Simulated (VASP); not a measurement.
# SiC (Moissanite 3C) (F-43m) in VASP: notebook, part 2 of 2

VASP 6.6.1.

## 3. Single point, PBEsol

File INCAR:

```
SYSTEM = SiC
ALGO = Normal ; EDIFF = 1E-6
ENCUT = 600 ; GGA = PS
GGA_COMPAT = .False. ; ISIF = 2
ISMEAR = 0 ; LASPH = .True.
LCHARG = .True. ; LELF = .True.
LREAL = .False. ; LVHAR = .True.
LWAVE = .False. ; NBANDS = 11
NELM = 120 ; PREC = Accurate
SIGMA = 0.01
```

File KPOINTS:

```
k-points
0
Gamma
  10 10 10
  0 0 0
```

File POSCAR:

```
SiC
1.0
    0.0000000000      2.1790000000      2.1790000000
    2.1790000000      0.0000000000      2.1790000000
    2.1790000000      2.1790000000      0.0000000000
Si C
1 1
Direct
    0.0000000000      0.0000000000      0.0000000000
    0.2500000000      0.2500000000      0.2500000000
```

Potentials or basis: VASP PAW PBE potentials, release 64 (Si, C).

The run is started by

```sh
cat potpaw_PBE.64/Si/POTCAR potpaw_PBE.64/C/POTCAR > POTCAR
mpirun -np 1 vasp_std > vasp.out
```

OUTCAR:

```text
SYSTEM = SiC
   EDIFF = 1E-6
   ENCUT = 600
   GGA = PS
   ISIF = 2
   ISMEAR = 0
   LASPH = .True.
   LREAL = .False.
   NELM = 120
   PREC = Accurate

 ion  position               nearest neighbor table
   1  0.000  0.000  0.000-   2 1.89   2 1.89   2 1.89   2 1.89
   2  0.250  0.250  0.250-   1 1.89   1 1.89   1 1.89   1 1.89

  LATTYP: Found a face centered cubic cell.
 ALAT       =     4.3580000000

  Lattice vectors:

 A1 = (   0.0000000000,   2.1790000000,   2.1790000000)
 A2 = (   2.1790000000,   0.0000000000,   2.1790000000)
 A3 = (   2.1790000000,   2.1790000000,   0.0000000000)

Analysis of symmetry for initial positions (statically):
=====================================================================
 Subroutine PRICEL returns:
 Original cell was already a primitive cell.

 Routine SETGRP: Setting up the symmetry group for a
 face centered cubic supercell.

 Subroutine GETGRP returns: Found 24 space group operations
 (whereof 24 operations were pure point group operations)
 out of a pool of 48 trial point group operations.

The static configuration has the point symmetry T_d .

Analysis of symmetry for dynamics (positions and initial velocities):
=====================================================================
 Subroutine PRICEL returns:
 Original cell was already a primitive cell.

 Routine SETGRP: Setting up the symmetry group for a
 face centered cubic supercell.

 Subroutine GETGRP returns: Found 24 space group operations
 (whereof 24 operations were pure point group operations)
 out of a pool of 48 trial point group operations.

The dynamic configuration has the point symmetry T_d .

 Subroutine INISYM returns: Found 24 space group operations
 (whereof 24 operations are pure point group operations),
 and found     1 'primitive' translations

----------------------------------------------------------------------------------------

                                     Primitive cell

  volume of cell :      20.6920

[... 112 lines left out ...]
   LORBIT       =      0    0 simple, 1 ext, 2 COOP (PROOUT), +10 PAW based schemes
   GGA     = PS    functional components
   LHFCALC =     F    Hartree Fock is set to
   AEXX    =    0.0000 exact exchange contribution
   IVDW    =     0    specifies the selected vdW correction
   LEPSILON=     F    determine dielectric tensor
   LRPA    =     F    only Hartree local field effects (RPA)
 non-spin polarized calculation
 Gauss-broadening in eV      SIGMA  =   0.01
  energy-cutoff  :      600.00
  volume of cell :       20.69
 maximum number of plane-waves:       701
 NGX is ok and might be reduce to    28
   NGX = 13   NGY = 13   NGZ = 13

 number of electron       8.0000000 magnetization

 Free energy of the ion-electron system (eV)
  ---------------------------------------------------
  ext. energy  EPLUGINS =         0.00000000
  ---------------------------------------------------
  free energy    TOTEN  =       -15.91610820 eV

  energy without entropy =      -15.91610820  energy(sigma->0) =      -15.91610820

 E-fermi :   8.1704     XC(G=0): -11.5049

 val. band max:        8.0559228775   @ k =   0.0000   0.0000   0.0000
 cond. band min:       9.2901172482   @ k =   0.5000   0.5000   0.0000
 fundamental gap:      1.2341943706
 Fermi energy:         8.1704358436

 k-point     1 :       0.0000    0.0000    0.0000
  band No.  band energies     occupation
      1      -7.3681      2.00000
      2       8.0559      2.00000
      3       8.0559      2.00000
      4       8.0559      2.00000
      5      14.2427      0.00000
      6      15.2990      0.00000
      7      15.2990      0.00000
      8      15.2990      0.00000
      9      22.5130      0.00000
     10      22.5130      0.00000
     11      24.3189      0.00000
[... 309 lines left out ...]
 k-point    24 :       0.4000    0.3000    0.0000
  band No.  band energies     occupation
      1      -4.2085      2.00000
      2       2.4698      2.00000
      3       4.8720      2.00000
      4       5.4098      2.00000
      5      10.8127      0.00000
      6      13.5681      0.00000
      7      19.6090      0.00000
      8      19.9187      0.00000
      9      21.7329      0.00000
     10      26.0702      0.00000
     11      29.2246      0.00000

 [... further k-points ...]
[... 5 lines left out ...]
  --------------------------------------------------------------------------------------
  -------------------------------------------------------------------------------------
  Total        0.0055965      0.0055965      0.0055965      0.0000000      0.0000000     -0.0000000
  in kB        0.4333329      0.4333329      0.4333329      0.0000000      0.0000000     -0.0000000
  external PRESSURE =       0.4333329 kB  Pullay stress =       0.0000000 kB

 VOLUME and BASIS-vectors are now :
 -----------------------------------------------------------------------------
  energy-cutoff  :      600.00
  volume of cell :       20.69
      direct lattice vectors                 reciprocal lattice vectors
     0.000000000  2.179000000  2.179000000    -0.229463056  0.229463056  0.229463056
     2.179000000  0.000000000  2.179000000     0.229463056 -0.229463056  0.229463056
     2.179000000  2.179000000  0.000000000     0.229463056  0.229463056 -0.229463056

 POSITION                                       TOTAL-FORCE (eV/Angst)
 -----------------------------------------------------------------------------------
      0.00000      0.00000      0.00000        -0.000000     -0.000000     -0.000000
      1.08950      1.08950      1.08950         0.000000      0.000000      0.000000
 -----------------------------------------------------------------------------------
    total drift:                               -0.000000     -0.000000     -0.000000

  FREE ENERGIE OF THE ION-ELECTRON SYSTEM (eV)
  ---------------------------------------------------
  free  energy   TOTEN  =       -15.9161082014 eV

  energy  without entropy=      -15.9161082014  energy(sigma->0) =      -15.91610820
```

stdout:

```text
POSCAR found type information on POSCAR SiC
 POSCAR found :  2 types and       2 ions
 scaLAPACK will be used
 -----------------------------------------------------------------------------
|                                                                             |
|                                                                             |
|     You enforced a specific xc type in the INCAR file but a different       |
|     I HOPE YOU KNOW WHAT YOU ARE DOING!                                     |
|                                                                             |
 -----------------------------------------------------------------------------

 LDA part: xc-table for (Slater+PW92), standard interpolation
 POSCAR, INCAR and KPOINTS ok, starting setup
 FFT: planning ... GRIDC
 FFT: planning ... GRID_SOFT
 FFT: planning ... GRID
 WAVECAR not read
 entering main loop
```

It used 39 s of CPU time on 1 thread of AMD EPYC 7R13 Processor (Zen 3) (shared host).

What came out:

```yaml
Free_energy: -15.9161 eV
Pressure: 0.0 GPa
Band_gap_on_the_k_mesh: 1.23 eV, indirect (least direct gap 4.44 eV)
```

Caveat: the PAW data sets were made with another functional, which shifts forces and pressure a little.

## 4. Single point, PBEsol

File INCAR:

```
SYSTEM = SiC
PREC = Accurate
ENCUT = 600
EDIFF = 1E-6
ISMEAR = 0
SIGMA = 0.01
LREAL = .FALSE.
LASPH = .TRUE.
NELM = 120
ALGO = Normal
ISIF = 2
LWAVE = .FALSE.
LCHARG = .FALSE.
GGA = PS
NBANDS = 11
GGA_COMPAT = .FALSE.
```

File KPOINTS:

```
regular mesh
0
G
  12 12 12
  0 0 0
```

POSCAR is that of step 3.

The run is started by

```sh
cat potpaw_PBE.64/Si/POTCAR potpaw_PBE.64/C/POTCAR > POTCAR
mpirun -np 1 vasp_std > vasp.out
```

It used 31 s of CPU time on 1 thread of AMD EPYC 7R13 Processor (Zen 3) (shared host).

It converged, with:

```yaml
Free_energy: -15.9163 eV
Pressure: 0.0 GPa
Band_gap_on_the_k_mesh: 1.23 eV, indirect (least direct gap 4.44 eV)
```

Levels at points of the mesh, in eV from the valence-band top:
| k point | band 1 | band 2 | band 3 | band 4 | band 5 | band 6 | band 7 | band 8 |
| --- | --- | --- | --- | --- | --- | --- | --- | --- |
| (0.00, 0.00, 0.00) | -15.42 | 0.00 | 0.00 | 0.00 | 6.19 | 7.24 | 7.24 | 7.24 |
| (0.50, 0.00, 0.00) | -11.82 | -8.60 | -1.06 | -1.06 | 5.37 | 7.14 | 7.14 | 9.92 |
| (0.50, 0.50, 0.00) | -10.36 | -7.83 | -3.21 | -3.21 | 1.23 | 4.20 | 13.95 | 13.95 |

Caveat: the PAW data sets were made with another functional, which shifts forces and pressure a little.

## 5. Overview

| k mesh | gap on the mesh (eV) | pressure (GPa) |
| --- | --- | --- |
| 8 × 8 × 8 | 1.23 | 0.0 |
| 10 × 10 × 10 | 1.23 | 0.0 |
| 12 × 12 × 12 | 1.23 | 0.0 |

Alike in all rows: task single point; level PBEsol; potentials or basis VASP PAW PBE potentials, release 64 (Si, C); no spin polarisation; cell as given; cutoff (eV) 600; smearing gaussian 0.01 eV.

On the cell as given the gap runs from 1.23 eV (PBEsol) to 1.23 eV (PBEsol); the meshes differ, which moves gaps too.

Caveats: the PAW data sets were made with another functional, which shifts forces and pressure a little.

Absolute energies hang on the potentials; compare differences alone.

## 6. Comparison with measurements

Step 2. A measured gap of SiC is 2.4 eV (indirect; quoted in “Insight into the structural, elastic and electronic properties of a new orthorhombic 6O-SiC polytype”, 2020, pmc:7200658); the calculated 1.23 eV misses it by -1.17 eV. The value is that of PBEsol on a finite k mesh, which can miss the band edges, without temperature or zero-point motion. Semilocal functionals fall short of measured gaps as a rule.

Step 3. Against the measured gap of SiC, 2.4 eV (indirect; quoted in “Insight into the structural, elastic and electronic properties of a new orthorhombic 6O-SiC polytype”, 2020, pmc:7200658), the calculated 1.23 eV is off by -1.17 eV. The value is that of PBEsol on a finite k mesh, which can miss the band edges, without temperature or zero-point motion. Semilocal functionals fall short of measured gaps as a rule.

Step 4. Measured gap of SiC: 2.4 eV (indirect; quoted in “Insight into the structural, elastic and electronic properties of a new orthorhombic 6O-SiC polytype”, 2020, pmc:7200658). This calculation gives 1.23 eV (-1.17 eV). The value is that of PBEsol on a finite k mesh, which can miss the band edges, without temperature or zero-point motion. Semilocal functionals fall short of measured gaps as a rule.
